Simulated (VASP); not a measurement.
# Ti8HO16 (a cell with a defect) in VASP: a series of runs, part 2 of 2

VASP 6.6.1. The steps go on from the part before.

## Step 3: Single point, PBE

INCAR reads:

```
SYSTEM = Ti8HO16
PREC = Accurate
ENCUT = 520
EDIFF = 1E-6
ISMEAR = 0
SIGMA = 0.02
LREAL = Auto
LASPH = .True.
NELM = 60
ALGO = Normal
ISIF = 2
LWAVE = .False.
LCHARG = .False.
GGA = PE
NBANDS = 114
NELECT = 192.0
```

KPOINTS reads:

```
regular mesh
0
Gamma
  3 3 3
  0 0 0
```

POSCAR reads:

```
Ti8HO16
1.0
    4.6432750182     -4.6432750182      0.0000000000
    4.6432750182      4.6432750182      0.0000000000
   -4.6432750182      0.0000000000      5.9277640358
Ti O H
8 16 1
Direct
    1.0240693983     -0.0024625175     -0.0007712858
    0.2419740971      0.2382407408      0.4984670412
    0.4737689691      0.5228240001     -0.0006230005
    0.7438198103      0.7385782513      0.5000627525
    0.1010410823      0.6250996381      0.2451067538
    0.3756756516      0.8532471914      0.7325615483
    0.6415864935      0.1204435522      0.2672906665
    0.8550851111      0.3794023244      0.7548007939
   -0.0148687072      0.3042784452      0.0001899536
    0.2463403583      0.5536170099      0.4964222567
    0.4954961151      0.8124297437      0.0000074227
    0.7494677848      0.0572572249      0.5036469033
    0.8193257656      0.6357157066      0.2506835615
    0.0775629509      0.8824205105      0.7514394927
    0.3258206633      0.1309112521      0.2484864430
    0.5686778239      0.3852260583      0.7498319726
    0.0076081574      0.6952859252     -0.0000074227
    0.2564241731      0.9451822130      0.5004566616
    0.5365587774      0.2080473293      0.0002351646
    0.7556514522      0.4447721710      0.4996975221
    0.4306604460      0.6221757012      0.2510751088
    0.6832502644      0.8696333661      0.7498228629
    0.9331785303      0.1199034205      0.2504753885
    0.1792725174      0.3709331441      0.7487349316
    0.6862937980      0.2261272148      0.0008682869
```

Potentials or basis: VASP PAW PBE potentials, release 64 (Ti_sv, O, H).

Launch:

```sh
$ cat potpaw_PBE.64/Ti_sv/POTCAR potpaw_PBE.64/O/POTCAR potpaw_PBE.64/H/POTCAR > POTCAR
$ mpirun -np 1 vasp_std > vasp.out
```

OUTCAR:

```text
SYSTEM = Ti8HO16
   PREC = Accurate
   ENCUT = 520
   EDIFF = 1E-6
   ISMEAR = 0
   LREAL = Auto
   LASPH = .True.
   NELM = 60
   ISIF = 2
   GGA = PE
   NELECT = 192.0

 ion  position               nearest neighbor table
   1  0.024  0.998  0.999-  14 1.88  15 1.88  17 1.99   9 2.03  22 2.05  23 2.06
   2  0.242  0.238  0.498-  23 1.91  24 1.93  18 1.93  16 2.00  15 2.02  10 2.08
   3  0.474  0.523  0.999-  24 1.86  21 1.87  11 1.90  16 2.07  13 2.08  19 2.11
   4  0.744  0.739  0.500-  22 1.92  21 1.93  20 1.93  13 1.98  14 2.03  12 2.08
   5  0.101  0.625  0.245-  13 1.87  17 1.94   9 1.95  10 1.98  18 1.98  21 2.15   6 2.90   8 2.91
[... 1811 lines left out ...]
  Total       -7.5221912     -4.2532666     -2.1465019      2.3006445     -0.0019008      0.0057856
  in kB      -47.1503838    -26.6602041    -13.4546419     14.4208343     -0.0119144      0.0362648
  external PRESSURE =     -29.0884099 kB  Pullay stress =       0.0000000 kB

 VOLUME and BASIS-vectors are now :
 -----------------------------------------------------------------------------
  energy-cutoff  :      520.00
  volume of cell :      255.61
      direct lattice vectors                 reciprocal lattice vectors
     4.643275018 -4.643275018  0.000000000     0.107682616 -0.107682616  0.084348837
     4.643275018  4.643275018  0.000000000     0.107682616  0.107682616  0.084348837
    -4.643275018  0.000000000  5.927764036     0.000000000  0.000000000  0.168697673

 POSITION                                       TOTAL-FORCE (eV/Angst)
 -----------------------------------------------------------------------------------
      0.10391      4.52008      5.92319        -0.028332      0.033238     -0.000532
     -0.08475     -0.01734      2.95479         0.039305     -0.016121     -0.001811
     -0.01293      0.22778      5.92407         0.005979     -0.045101     -0.002809
      4.56125     -0.02434      2.96425         0.032848     -0.007216      0.010767
      2.23357      2.43335      1.45294         0.040373     -0.043213      0.010777
      2.30474      2.21750      4.34245         0.021896      0.032797      0.059737
[... 17 lines left out ...]
     -0.92183      0.88993      4.43832        -0.053661      0.048369     -0.024586
      4.23259     -2.13668      0.00515         0.078938     -0.066902      0.000254
 -----------------------------------------------------------------------------------
    total drift:                               -0.016144     -0.012445     -0.019681

  FREE ENERGIE OF THE ION-ELECTRON SYSTEM (eV)
  ---------------------------------------------------
  free  energy   TOTEN  =      -224.5136242334 eV

  energy  without entropy=     -224.5136242334  energy(sigma->0) =     -224.51362423
```

OSZICAR:

```text
N       E                     dE             d eps       ncg     rms          rms(c)
[... 11 lines left out ...]
DAV:  12    -0.224513858345E+03    0.13242E-02   -0.39812E-02  4480   0.817E-01    0.173E-01
DAV:  13    -0.224513828679E+03    0.29666E-04   -0.45934E-03  4454   0.309E-01    0.135E-01
DAV:  14    -0.224513681545E+03    0.14713E-03   -0.20265E-03  4604   0.177E-01    0.578E-02
DAV:  15    -0.224513642888E+03    0.38657E-04   -0.19479E-04  4416   0.858E-02    0.384E-02
DAV:  16    -0.224513627251E+03    0.15636E-04   -0.19992E-04  3820   0.575E-02    0.206E-02
DAV:  17    -0.224513624310E+03    0.29413E-05   -0.49709E-05  4350   0.294E-02    0.105E-02
DAV:  18    -0.224513623832E+03    0.47780E-06   -0.17018E-05  3710   0.156E-02    0.301E-03
DAV:  19    -0.224513624233E+03   -0.40107E-06   -0.30713E-06  2820   0.757E-03
   1 F= -.22451362E+03 E0= -.22451362E+03  d E =-.279714E-14
```

stdout:

```text
POSCAR found type information on POSCAR TiO H
 POSCAR found :  3 types and      25 ions
 scaLAPACK will be used
 LDA part: xc-table for (Slater+PW92), standard interpolation
 POSCAR, INCAR and KPOINTS ok, starting setup
 FFT: planning ... GRIDC
 FFT: planning ... GRID_SOFT
 FFT: planning ... GRID
 WAVECAR not read
 entering main loop
 the old and the new charge density differ
 old charge density:   193.00000 new  192.00000
    0.621E+01
```

Run time: 22 min. Hardware: 1 thread of Intel Xeon Platinum 8259CL at 2.50GHz (Skylake/Cascade Lake), shared host; peak memory 0.51 GiB.

What came out:

```
Free energy   : -224.5136 eV
Largest force : 0.103 eV/Å
```

Forces on the atoms (eV/Å):
```
Ti  -0.028  0.033 -0.001
Ti   0.039 -0.016 -0.002
Ti   0.006 -0.045 -0.003
Ti   0.033 -0.007  0.011
Ti   0.040 -0.043  0.011
Ti   0.022  0.033  0.060
Ti   0.023  0.029 -0.059
Ti   0.042 -0.040 -0.010
O   -0.044 -0.024 -0.003
O   -0.046 -0.043 -0.037
O    0.012  0.005 -0.002
O   -0.046 -0.047  0.040
O   -0.014  0.025 -0.006
O    0.029 -0.017 -0.039
O    0.028 -0.012  0.038
O   -0.020  0.026  0.002
O    0.024  0.030  0.002
O    0.011  0.008 -0.007
O   -0.071  0.044  0.001
O    0.011  0.005  0.006
O   -0.056  0.048  0.026
O   -0.011  0.015  0.023
O   -0.008  0.014 -0.028
O   -0.054  0.048 -0.025
H    0.079 -0.067  0.000
```

Caveat: the cell carries a net charge on a neutralising background, which shifts energy and pressure; the cell is charged against a uniform background, so pressure and absolute levels hang on convention.

## Step 4: Single point, PBE

INCAR reads:

```
SYSTEM = Ti8HO16
ALGO = Normal ; EDIFF = 1E-6
ENCUT = 520 ; GGA = PE
ISIF = 2 ; ISMEAR = 0
LASPH = .True. ; LCHARG = .False.
LREAL = Auto ; LWAVE = .False.
NBANDS = 114 ; NELECT = 192.0
NELM = 80 ; PREC = Accurate
SIGMA = 0.02
```

KPOINTS reads:

```
k-points
0
Gamma
  3 3 3
  0 0 0
```

POSCAR reads:

```
Ti8HO16
1.0
   -4.6432750091     -4.6432750091      0.0000000000
   -4.6432750091      4.6432750091      0.0000000000
    4.6432750091      0.0000000000     -5.9277640437
Ti O H
8 16 1
Direct
    0.2739588074      0.2549928836      0.5048932410
    0.9993236137     -0.0043147646      0.0174382785
    0.7334129626      0.7281526668      0.4827093283
    0.5199149681      0.4996015040     -0.0048006297
    0.1330256852      0.6147735884      0.2515329539
    0.9012313716      0.3984465925      0.7506228263
    0.6311796693      0.1135153062      0.2499370739
    0.3509301876      0.8733088955      0.7507711115
    0.4418214636      0.7444279207      0.4995246063
    0.1957275884      0.4971979939      0.0012650638
    0.9443395722      0.2461002920      0.4989247173
    0.6917498385     -0.0051897125      0.0001771326
    0.1286598313      0.9321948347      0.2535779071
    0.8795040946      0.6874222131      0.7499925718
    0.6255322332      0.4286102335      0.2463529232
    0.3898690275      0.1790884905      0.7498100409
    0.0491791416      0.7574247212      0.5015133831
    0.8063221715      0.5103941902      0.0001680229
    0.5556743362      0.2600323599      0.4993164333
    0.2974372395      0.0059811019     -0.0014393285
    0.1185758244      0.3197254436      0.2495433336
    0.8384411092      0.0828121634      0.7497648299
    0.6193485424      0.8200745382      0.2503024731
    0.3673915168      0.5702933475      0.7500074172
    0.6887060039      0.1002588422      0.7491315389
```

Launch:

```sh
$ cat potpaw_PBE.64/Ti_sv/POTCAR potpaw_PBE.64/O/POTCAR potpaw_PBE.64/H/POTCAR > POTCAR
$ mpirun -np 1 vasp_std > vasp.out
```

Wall time 34 min (1 thread of Intel Xeon 8259CL, shared host); peak memory 0.52 GiB.

Results (log left out):

* Free energy: -224.5130 eV
* Largest force: 0.102 eV/Å

Forces on the atoms (eV/Å):
```
Ti   0.045  0.041  0.010
Ti  -0.039  0.022  0.065
Ti  -0.028  0.021 -0.059
Ti   0.040  0.040 -0.010
Ti   0.009  0.040 -0.007
Ti   0.047 -0.001  0.005
Ti   0.005  0.042  0.014
Ti  -0.025 -0.021 -0.002
O   -0.012 -0.009 -0.026
O   -0.052 -0.055 -0.028
O   -0.047 -0.054  0.028
O   -0.015 -0.007  0.022
O    0.045 -0.044 -0.039
O   -0.008  0.009 -0.002
O    0.051 -0.048  0.039
O    0.022 -0.044  0.000
O    0.013  0.027  0.038
O   -0.028 -0.017  0.004
O   -0.025 -0.016 -0.009
O    0.017  0.029 -0.040
O   -0.007  0.009 -0.008
O   -0.048 -0.073 -0.001
O   -0.004  0.010  0.004
O   -0.024  0.026  0.002
H    0.067  0.077 -0.001
```

Levels at points of the mesh, in eV from the Fermi level:
```csv
k point,band 92,band 93,band 94,band 95,band 96,band 97,band 98,band 99,band 100,band 101
"(0.00, 0.00, 0.00)",-1.35,-0.82,-0.81,-0.63,-0.17,1.89,2.18,2.40,2.46,2.49
```

Caveat: the cell carries a net charge on a neutralising background, which shifts energy and pressure; the cell is charged against a uniform background, so pressure and absolute levels hang on convention.
